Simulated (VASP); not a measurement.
# ZrC (lda) (Fm-3m) in VASP: notebook

Runs on ZrC (lda). Level: LDA. Tasks: single point, relaxation of cell and atoms.

Everything below comes from runs of VASP 6.6.1. Logs are shortened: lines on timing, memory, paths and dates and some standing lists are left out, and cuts for length are marked.

**1. The cell of the first run**

Symmetry: Fm-3m, No. 225, cubic system. The conventional cell has a = 4.700 Å, b = 4.700 Å, c = 4.700 Å, α = 90.00°, β = 90.00°, γ = 90.00°. Zr (site symmetry m-3m) has 6 C at 2.35 Å within 3.1 Å. C (site symmetry m-3m) has 6 Zr at 2.35 Å within 3.1 Å.

**2. Single point, LDA**

Contents of INCAR:

```
PREC     = Accurate       # precision mode
ENCUT    = 600            # plane-wave cutoff, eV
EDIFF    = 1E-6           # SCF threshold, eV
ISMEAR   = 0              # smearing method
SIGMA    = 0.1            # smearing width, eV
LREAL    = False          # projectors in reciprocal space
LASPH    = True           # aspherical terms in the spheres
NELM     = 120            # most SCF steps
ALGO     = Normal         # electronic algorithm
ISIF     = 2              # what is computed and relaxed
LWAVE    = False          # write WAVECAR
LCHARG   = False          # write CHGCAR
GGA      = CA             # functional
NBANDS   = 15             # bands
GGA_COMPAT= False
```

Contents of KPOINTS:

```
Automatic mesh
0
Gamma
  6 6 6
```

Contents of POSCAR:

```
ZrC
1.0
    0.0000000000      2.3502110000      2.3502110000
    2.3502110000      0.0000000000      2.3502110000
    2.3502110000      2.3502110000      0.0000000000
Zr C
1 1
Direct
    0.5000000000      0.5000000000      0.5000000000
    0.0000000000      0.0000000000      0.0000000000
```

Potentials or basis: VASP PAW LDA potentials, release 64 (Zr_sv, C).

The run is started by

```sh
cat potpaw_LDA.64/Zr_sv/POTCAR potpaw_LDA.64/C/POTCAR > POTCAR
mpirun -np 1 vasp_std > vasp.out
```

OUTCAR:

```text
PREC = Accurate
   ENCUT = 600
   EDIFF = 1E-6
   ISMEAR = 0
   LREAL = False
   LASPH = True
   NELM = 120
   ISIF = 2
   GGA = CA

 ion  position               nearest neighbor table
   1  0.500  0.500  0.500-   2 2.35   2 2.35   2 2.35   2 2.35   2 2.35   2 2.35
   2  0.000  0.000  0.000-   1 2.35   1 2.35   1 2.35   1 2.35   1 2.35   1 2.35

  LATTYP: Found a face centered cubic cell.
 ALAT       =     4.7004220000

  Lattice vectors:

 A1 = (   0.0000000000,   2.3502110000,   2.3502110000)
 A2 = (   2.3502110000,   0.0000000000,   2.3502110000)
 A3 = (   2.3502110000,   2.3502110000,   0.0000000000)

Analysis of symmetry for initial positions (statically):
=====================================================================
 Subroutine PRICEL returns:
 Original cell was already a primitive cell.

 Routine SETGRP: Setting up the symmetry group for a
 face centered cubic supercell.

 Subroutine GETGRP returns: Found 48 space group operations
 (whereof 48 operations were pure point group operations)
 out of a pool of 48 trial point group operations.

The static configuration has the point symmetry O_h .

Analysis of symmetry for dynamics (positions and initial velocities):
=====================================================================
 Subroutine PRICEL returns:
 Original cell was already a primitive cell.

 Routine SETGRP: Setting up the symmetry group for a
 face centered cubic supercell.

 Subroutine GETGRP returns: Found 48 space group operations
 (whereof 48 operations were pure point group operations)
 out of a pool of 48 trial point group operations.

The dynamic configuration has the point symmetry O_h .

 Subroutine INISYM returns: Found 48 space group operations
 (whereof 48 operations are pure point group operations),
 and found     1 'primitive' translations

----------------------------------------------------------------------------------------

                                     Primitive cell

  volume of cell :      25.9627

  direct lattice vectors                    reciprocal lattice vectors
     0.000000000  2.350211000  2.350211000    -0.212746855  0.212746855  0.212746855
     2.350211000  0.000000000  2.350211000     0.212746855 -0.212746855  0.212746855
     2.350211000  2.350211000  0.000000000     0.212746855  0.212746855 -0.212746855

  length of vectors
     3.323700271  3.323700271  3.323700271     0.368488363  0.368488363  0.368488363

  position of ions in fractional coordinates (direct lattice)
     0.500000000  0.500000000  0.500000000
     0.000000000  0.000000000  0.000000000

  ion indices of the primitive-cell ions
   primitive index   ion index
                 1           1
                 2           2

----------------------------------------------------------------------------------------

 KPOINTS: Automatic mesh

Automatic generation of k-mesh.
 Grid dimensions read from file:
 generate k-points for:    6    6    6

 Generating k-lattice:

  Cartesian coordinates                     Fractional coordinates (reciprocal lattice)
    -0.035457809  0.035457809  0.035457809     0.166666667  0.000000000  0.000000000
     0.035457809 -0.035457809  0.035457809     0.000000000  0.166666667  0.000000000
     0.035457809  0.035457809 -0.035457809     0.000000000  0.000000000  0.166666667

  Length of vectors
     0.061414727  0.061414727  0.061414727

  Shift w.r.t. Gamma in fractional coordinates (k-lattice)
     0.000000000  0.000000000  0.000000000

 Subroutine IBZKPT returns following result:
 ===========================================

 Found     16 irreducible k-points:

 Following reciprocal coordinates:
            Coordinates               Weight
  0.000000  0.000000  0.000000      1.000000
  0.166667  0.000000  0.000000      8.000000
  0.333333  0.000000  0.000000      8.000000
  0.500000  0.000000  0.000000      4.000000
  0.166667  0.166667  0.000000      6.000000
  0.333333  0.166667  0.000000     24.000000
[... 8 lines left out ...]
 -0.333333  0.333333  0.166667     24.000000
 -0.333333  0.500000  0.166667     12.000000
   k-points           NKPTS =     16   k-points in BZ     NKDIM =     16   number of bands    NBANDS=     15
   number of dos      NEDOS =    301   number of ions     NIONS =      2
   total plane-waves  NPLWV =  21952
   dimension x,y,z NGX =    28 NGY =   28 NGZ =   28
   dimension x,y,z NGXF=    56 NGYF=   56 NGZF=   56
   ions per type =               1   1
   NGX,Y,Z   is equivalent  to a cutoff of  14.01, 14.01, 14.01 a.u.
   NGXF,Y,Z  is equivalent  to a cutoff of  28.01, 28.01, 28.01 a.u.
 SYSTEM =  unknown system
   PREC   = accura    normal or accurate (medium, high low for compatibility)
   ISTART =      0    job   : 0-new  1-cont  2-samecut
   ICHARG =      2    charge: 1-file 2-atom 10-const
   ISPIN  =      1    spin polarized calculation?
   LNONCOLLINEAR =      F non collinear calculations
   LSORBIT =      F    spin-orbit coupling
   LASPH  =      T    aspherical Exc in radial PAW
   ENCUT  =  600.0 eV  44.10 Ry    6.64 a.u.   6.64  6.64  6.64*2*pi/ulx,y,z
   NELM   =    120;   NELMIN=  2; NELMDL= -5     # of ELM steps
   EDIFF  = 0.1E-05   stopping-criterion for ELM
   LREAL  =      F    real-space projection
   EDIFFG = 0.1E-04   stopping-criterion for IOM
   NSW    =      0    number of steps for IOM
   IBRION =     -1    ionic relax: 0-MD 1-quasi-New 2-CG
   NFREE  =      0    steps in history (QN), initial steepest desc. (CG)
   ISIF   =      2    stress and relaxation
   ISYM   =      2    0-nonsym 1-usesym 2-fastsym
   POTIM  = 0.5000    time-step for ionic-motion
   TEBEG  =    0.0;   TEEND  =   0.0 temperature during run
   PSTRESS=    0.0 pullay stress
   NELECT =      16.0000    total number of electrons
   NUPDOWN=      -1.0000    fix difference up-down
   EMIN   =  10.00;   EMAX   =-10.00  energy-range for DOS
   EFERMI =   0.00;   METHOD = LEGACY
   ISMEAR =     0;   SIGMA  =   0.10  broadening in eV -4-tet -1-fermi 0-gaus
   EFERMI_NEDOS =   21; number of points for ismear=-14 and -15
   IALGO  =     38    algorithm
   IMIX   =      4    mixing-type and parameters
     AMIX     =   0.40;   BMIX     =  1.00
     AMIX_MAG =   1.60;   BMIX_MAG =  1.00
  volume/ion in A,a.u.               =      12.98        87.60
  Fermi-wavevector in a.u.,A,eV,Ry     =   1.393150  2.632672 26.407109  1.940868
  Thomas-Fermi vector in A             =   2.516824
   LORBIT       =      0    0 simple, 1 ext, 2 COOP (PROOUT), +10 PAW based schemes
   GGA     = CA    functional components
   LHFCALC =     F    Hartree Fock is set to
   AEXX    =    0.0000 exact exchange contribution
   IVDW    =     0    specifies the selected vdW correction
   LEPSILON=     F    determine dielectric tensor
   LRPA    =     F    only Hartree local field effects (RPA)
 non-spin polarized calculation
 Gauss-broadening in eV      SIGMA  =   0.10
  energy-cutoff  :      600.00
  volume of cell :       25.96
 maximum number of plane-waves:       893
 NGX is ok and might be reduce to    28
   NGX = 13   NGY = 13   NGZ = 13

 number of electron      16.0000000 magnetization

 Free energy of the ion-electron system (eV)
  ---------------------------------------------------
  ext. energy  EPLUGINS =         0.00000000
  ---------------------------------------------------
  free energy    TOTEN  =       -21.24631117 eV

  energy without entropy =      -21.24569189  energy(sigma->0) =      -21.24600153

 E-fermi :   9.3756     XC(G=0): -12.3575

 val. band max:        9.2042020408   @ k =   0.3333   0.3333   0.0000
 cond. band min:       9.5249373775   @ k =   0.1667   0.1667   0.0000
 fundamental gap:      0.3207353368
 Fermi energy:         9.3756271606

 k-point     1 :       0.0000    0.0000    0.0000
  band No.  band energies     occupation
      1     -38.3627      2.00000
      2     -16.2224      2.00000
      3     -16.2224      2.00000
      4     -16.2224      2.00000
      5      -1.6979      2.00000
      6      10.4013      0.00000
      7      10.4013      0.00000
      8      10.4013      0.00000
      9      10.4782      0.00000
     10      10.4782      0.00000
     11      10.4782      0.00000
     12      12.2398      0.00000
     13      12.2398      0.00000
     14      16.8439      0.00000
     15      19.9046      0.00000

 k-point     2 :       0.1667    0.0000    0.0000
  band No.  band energies     occupation
      1     -38.3367      2.00000
      2     -16.4532      2.00000
      3     -16.2429      2.00000
      4     -16.2429      2.00000
      5      -1.0872      2.00000
      6       8.0281      2.00000
      7       8.5582      2.00000
      8       8.5582      2.00000
      9      11.2540      0.00000
     10      11.2540      0.00000
     11      11.7142      0.00000
     12      14.5828      0.00000
     13      14.5828      0.00000
     14      17.9195      0.00000
     15      21.4290      0.00000

 k-point     3 :       0.3333    0.0000    0.0000
  band No.  band energies     occupation
      1     -38.2843      2.00000
      2     -16.8869      2.00000
      3     -16.2835      2.00000
      4     -16.2835      2.00000
      5       0.3577      2.00000
      6       5.5337      2.00000
      7       7.0422      2.00000
      8       7.0422      2.00000
      9      12.8006      0.00000
     10      12.8006      0.00000
     11      12.9169      0.00000
     12      17.7737      0.00000
     13      17.7737      0.00000
     14      18.2306      0.00000
     15      23.3020      0.00000
[... 199 lines left out ...]
 k-point    15 :      -0.3333    0.3333    0.1667
  band No.  band energies     occupation
      1     -38.2320      2.00000
      2     -16.8735      2.00000
      3     -16.6386      2.00000
      4     -16.4362      2.00000
      5       0.4642      2.00000
      6       5.8157      2.00000
      7       7.0593      2.00000
      8       7.2801      2.00000
      9      12.6725      0.00000
     10      12.8305      0.00000
     11      14.8722      0.00000
     12      17.1068      0.00000
     13      17.4277      0.00000
     14      20.9946      0.00000
     15      23.0372      0.00000

 k-point    16 :      -0.3333    0.5000    0.1667
  band No.  band energies     occupation
      1     -38.2233      2.00000
      2     -16.8593      2.00000
      3     -16.6302      2.00000
      4     -16.5295      2.00000
      5      -0.0083      2.00000
      6       7.1828      2.00000
      7       7.2210      2.00000
      8       7.3846      2.00000
      9      11.2753      0.00000
     10      14.0017      0.00000
     11      15.0767      0.00000
     12      15.7270      0.00000
     13      17.1137      0.00000
     14      21.7608      0.00000
     15      21.9190      0.00000

------------------------ aborting loop because EDIFF is reached ----------------------------------------

  FORCE on cell =-STRESS in cart. coord.  units (eV):
  Direction    XX          YY          ZZ          XY          YZ          ZX
  --------------------------------------------------------------------------------------
  -------------------------------------------------------------------------------------
  Total       -1.3047586     -1.3047586     -1.3047586     -0.0000000      0.0000000      0.0000000
  in kB      -80.5174845    -80.5174845    -80.5174845     -0.0000000      0.0000000      0.0000000
  external PRESSURE =     -80.5174845 kB  Pullay stress =       0.0000000 kB

 VOLUME and BASIS-vectors are now :
 -----------------------------------------------------------------------------
  energy-cutoff  :      600.00
  volume of cell :       25.96
      direct lattice vectors                 reciprocal lattice vectors
     0.000000000  2.350211000  2.350211000    -0.212746855  0.212746855  0.212746855
     2.350211000  0.000000000  2.350211000     0.212746855 -0.212746855  0.212746855
     2.350211000  2.350211000  0.000000000     0.212746855  0.212746855 -0.212746855

 POSITION                                       TOTAL-FORCE (eV/Angst)
 -----------------------------------------------------------------------------------
      2.35021      2.35021      2.35021        -0.000000      0.000000     -0.000000
      0.00000      0.00000      0.00000         0.000000     -0.000000      0.000000
 -----------------------------------------------------------------------------------
    total drift:                                0.000000      0.000000      0.000000

  FREE ENERGIE OF THE ION-ELECTRON SYSTEM (eV)
  ---------------------------------------------------
  free  energy   TOTEN  =       -21.2463111721 eV

  energy  without entropy=      -21.2456918862  energy(sigma->0) =      -21.24600153
```

Run time: 8.3 s. Hardware: 1 thread of Intel Xeon Platinum 8375C at 2.90GHz (Ice Lake), shared host; peak memory 0.14 GiB.

What came out:

* Free energy: -21.2463 eV
* Pressure: -8.1 GPa
* Band gap on the k mesh: zero (band 8 reaches 10.40 eV, above the bottom of band 9 at 9.20 eV)

Levels at points of the mesh, in eV from the Fermi level:
```csv
k point,band 5,band 6,band 7,band 8,band 9,band 10,band 11,band 12
"(0.00, 0.00, 0.00)",-11.07,1.03,1.03,1.03,1.10,1.10,1.10,2.86
"(0.50, 0.00, 0.00)",-7.92,-5.23,-2.86,-2.86,4.52,4.52,5.36,6.63
"(0.50, 0.50, 0.00)",-9.89,-1.94,-1.74,0.16,0.16,4.52,5.69,5.69
```

Caveat: the k points lie up to 0.39 Å⁻¹ apart.

[end of part 1 of 2]
